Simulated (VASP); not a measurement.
# CdSe (F-43m) in VASP: further runs, part 2 of 2

VASP 6.6.1. The steps go on from the part before.

## Step 3: Relaxation of cell and atoms, PBE, target pressure 40 GPa, at which the enthalpy is minimised

INCAR

```
SYSTEM = CdSe
ALGO = Normal
EDIFF = 1E-7
EDIFFG = -0.03
ENCUT = 600
GGA = PE
IBRION = 2
ISIF = 3
ISMEAR = 0
LASPH = .True.
LCHARG = .False.
LREAL = .False.
LWAVE = .False.
NELM = 60
NSW = 60
PREC = Accurate
PSTRESS = 400.0
SIGMA = 0.01
```

KPOINTS

```
k-points
0
Gamma
  6 6 6
  0 0 0
```

POSCAR

```
CdSe
1.0
    0.0000000000      3.0702700000      3.0702700000
    3.0702700000      0.0000000000      3.0702700000
    3.0702700000      3.0702700000      0.0000000000
Cd Se
1 1
Direct
    0.0000000000      0.0000000000      0.0000000000
    0.7500000000      0.7500000000      0.7500000000
```

Potentials or basis: VASP PAW PBE potentials, release 64 (Cd, Se).

Launch:

```sh
> cat potpaw_PBE.64/Cd/POTCAR potpaw_PBE.64/Se/POTCAR > POTCAR
> mpirun -np 1 vasp_std > vasp.out
```

OUTCAR:

```text
SYSTEM = CdSe
   EDIFF = 1E-7
   EDIFFG = -0.03
   ENCUT = 600
   GGA = PE
   IBRION = 2
   ISIF = 3
   ISMEAR = 0
   LASPH = .True.
   LREAL = .False.
   NELM = 60
   NSW = 60
   PREC = Accurate
   PSTRESS = 400.0

 ion  position               nearest neighbor table
   1  0.000  0.000  0.000-   2 2.66   2 2.66   2 2.66   2 2.66
   2  0.750  0.750  0.750-   1 2.66   1 2.66   1 2.66   1 2.66

  LATTYP: Found a face centered cubic cell.
 ALAT       =     6.1405400000

  Lattice vectors:

 A1 = (   0.0000000000,   3.0702700000,   3.0702700000)
 A2 = (   3.0702700000,   0.0000000000,   3.0702700000)
 A3 = (   3.0702700000,   3.0702700000,   0.0000000000)

Analysis of symmetry for initial positions (statically):
=====================================================================
 Subroutine PRICEL returns:
 Original cell was already a primitive cell.

 Routine SETGRP: Setting up the symmetry group for a
 face centered cubic supercell.

 Subroutine GETGRP returns: Found 24 space group operations
 (whereof 24 operations were pure point group operations)
 out of a pool of 48 trial point group operations.

The static configuration has the point symmetry T_d .

Analysis of symmetry for dynamics (positions and initial velocities):
=====================================================================
 Subroutine PRICEL returns:
 Original cell was already a primitive cell.

 Routine SETGRP: Setting up the symmetry group for a
 face centered cubic supercell.

 Subroutine GETGRP returns: Found 24 space group operations
 (whereof 24 operations were pure point group operations)
 out of a pool of 48 trial point group operations.

The dynamic configuration has the point symmetry T_d .

 Subroutine INISYM returns: Found 24 space group operations
 (whereof 24 operations are pure point group operations),
[... 83 lines left out ...]
   LSORBIT =      F    spin-orbit coupling
   LASPH  =      T    aspherical Exc in radial PAW
   ENCUT  =  600.0 eV  44.10 Ry    6.64 a.u.   8.67  8.67  8.67*2*pi/ulx,y,z
   NELM   =     60;   NELMIN=  2; NELMDL= -5     # of ELM steps
   EDIFF  = 0.1E-06   stopping-criterion for ELM
   LREAL  =      F    real-space projection
   EDIFFG = -.3E-01   stopping-criterion for IOM
   NSW    =     60    number of steps for IOM
   IBRION =      2    ionic relax: 0-MD 1-quasi-New 2-CG
   NFREE  =      1    steps in history (QN), initial steepest desc. (CG)
   ISIF   =      3    stress and relaxation
   ISYM   =      2    0-nonsym 1-usesym 2-fastsym
   POTIM  = 0.5000    time-step for ionic-motion
   TEBEG  =    0.0;   TEEND  =   0.0 temperature during run
   PSTRESS=  400.0 pullay stress
   NELECT =      18.0000    total number of electrons
   NUPDOWN=      -1.0000    fix difference up-down
   EMIN   =  10.00;   EMAX   =-10.00  energy-range for DOS
   EFERMI =   0.00;   METHOD = LEGACY
   ISMEAR =     0;   SIGMA  =   0.01  broadening in eV -4-tet -1-fermi 0-gaus
   EFERMI_NEDOS =   21; number of points for ismear=-14 and -15
   IALGO  =     38    algorithm
   IMIX   =      4    mixing-type and parameters
     AMIX     =   0.40;   BMIX     =  1.00
     AMIX_MAG =   1.60;   BMIX_MAG =  1.00
  volume/ion in A,a.u.               =      28.94       195.31
  Fermi-wavevector in a.u.,A,eV,Ry     =   1.109121  2.095936 16.737212  1.230150
  Thomas-Fermi vector in A             =   2.245657
   LORBIT       =      0    0 simple, 1 ext, 2 COOP (PROOUT), +10 PAW based schemes
   GGA     = PE    functional components
   LHFCALC =     F    Hartree Fock is set to
   AEXX    =    0.0000 exact exchange contribution
   IVDW    =     0    specifies the selected vdW correction
   LEPSILON=     F    determine dielectric tensor
   LRPA    =     F    only Hartree local field effects (RPA)
 conjugate gradient relaxation of ions
 non-spin polarized calculation
 Gauss-broadening in eV      SIGMA  =   0.01
  energy-cutoff  :      600.00
  volume of cell :       57.88
 maximum number of plane-waves:      1964
   NGX = 17   NGY = 17   NGZ = 17

--------------------------------------- Ionic step        1  -------------------------------------------

 number of electron      17.9999997 magnetization

 Free energy of the ion-electron system (eV)
  ---------------------------------------------------
  ext. energy  EPLUGINS =         0.00000000
  ---------------------------------------------------
  free energy    TOTEN  =        -5.48626384 eV

  energy without entropy =       -5.48626384  energy(sigma->0) =       -5.48626384

------------------------ aborting loop because EDIFF is reached ----------------------------------------

  FORCE on cell =-STRESS in cart. coord.  units (eV):
  Direction    XX          YY          ZZ          XY          YZ          ZX
  --------------------------------------------------------------------------------------
  -------------------------------------------------------------------------------------
  Total        0.5536191      0.5536191      0.5536191      0.0000000      0.0000000     -0.0000000
  in kB       15.3236401     15.3236401     15.3236401      0.0000000      0.0000000     -0.0000000
  external PRESSURE =    -384.6763599 kB  Pullay stress =     400.0000000 kB
[... 817 lines left out ...]
--------------------------------------- Ionic step        9  -------------------------------------------

 number of electron      18.0000002 magnetization

 Free energy of the ion-electron system (eV)
  ---------------------------------------------------
  ext. energy  EPLUGINS =         0.00000000
  ---------------------------------------------------
  free energy    TOTEN  =        -3.86571227 eV

  energy without entropy =       -3.86571227  energy(sigma->0) =       -3.86571227

 E-fermi :   4.1306     XC(G=0): -10.3883

 val. band max:        4.0430436488   @ k =   0.0000   0.0000   0.0000
 cond. band min:       5.2418802434   @ k =   0.0000   0.0000   0.0000
 fundamental gap:      1.1988365946
 Fermi energy:         4.1306133058
[... 287 lines left out ...]
  energy  without entropy=       -3.8657122713  energy(sigma->0) =       -3.86571227

  enthalpy is  TOTEN    =         6.4187041715 eV   P V=       10.2844164429

 reached required accuracy - stopping structural energy minimisation
```

Run time: 3.1 min. Hardware: 1 thread of AMD EPYC 7R13 (Zen 3), shared host; peak memory 0.2 GiB.

What came out:

| Quantity | Value |
| --- | --- |
| Free energy | -3.8657 eV |
| Relaxed volume | 20.60 Å³/atom |
| Relaxed cell | a = 3.877 Å, b = 3.877 Å, c = 3.877 Å, α = 60.00°, β = 60.00°, γ = 60.00° |
| Space group after relaxing (to 0.05 Å) | F-43m (No. 216) |
| Energy change on relaxing (the enthalpy is what falls) | +810.3 meV/atom |
| Ionic steps | 9 |
| Pressure after relaxing | 40.0 GPa |
| Band gap on the k mesh | 1.20 eV, direct |

Step by step:
| step | energy change (eV) | largest force (eV/Å) | pressure (GPa) | volume (Å³) |
| --- | --- | --- | --- | --- |
| 1 | 0.0000 | 0.0000 | 1.53 | 57.88 |
| 2 | 43.5215 | 0.0000 | 1043.59 | 17.00 |
| 3 | 0.2074 | 0.0000 | 9.59 | 51.42 |
| 4 | 0.5312 | 0.0000 | 17.59 | 47.53 |
| 5 | 1.8526 | 0.0000 | 44.53 | 40.31 |
| 6 | 1.5894 | 0.0000 | 39.40 | 41.32 |
| 7 | 1.6630 | 0.0000 | 40.84 | 41.03 |
| 8 | 1.5268 | 0.0000 | 38.17 | 41.58 |
| 9 | 1.6206 | 0.0000 | 40.00 | 41.19 |

Final structure:
```
Cd Se
1.0
     0.00000    2.74115    2.74115
     2.74115    0.00000    2.74115
     2.74115    2.74115    0.00000
Cd Se
1 1
Direct
  0.00000 0.00000 0.00000
  0.75000 0.75000 0.75000
```

Caveat: the cell is relaxed towards a set pressure, so the enthalpy falls and the energy may rise; the volume moved by over 15 % at a fixed basis, so the end points are rough.
